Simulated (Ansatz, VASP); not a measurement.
**C in VASP and in Ansatz**

```
C
1.0
     1.22948    0.70984    3.44222
    -1.22948    0.70984    3.44222
     0.00000   -1.41968    3.44222
C
2
Direct
  0.16655 0.16655 0.16655
  0.83345 0.83345 0.83345
```

Alike in both runs: task relaxation of cell and atoms; functional PBEsol; k mesh 18 × 18 × 18; occupations gaussian, width 0.02 eV; no spin polarisation.

```csv
,VASP,Ansatz
version,VASP 6.6.1,Ansatz 0.2.0
potentials or method,"VASP PAW PBE potentials, release 64 (C), cutoff 600 eV","scalar-relativistic, plane waves, PAW"
valence electrons in the cell,8,8
```

|  | VASP | Ansatz | Ansatz less VASP |
| --- | --- | --- | --- |
| gap on the k mesh at the Fermi level, each at its own relaxed structure (eV) | 0.47 | 0.43 | -0.034 |
| relaxed volume (Å³/atom) | 9.34 | 9.44 | +0.108 |
| relaxed cell length with the largest relative difference (Å) | 3.836 | 3.877 | +0.0408 |

VASP's potentials were made for PBE, not for PBEsol.
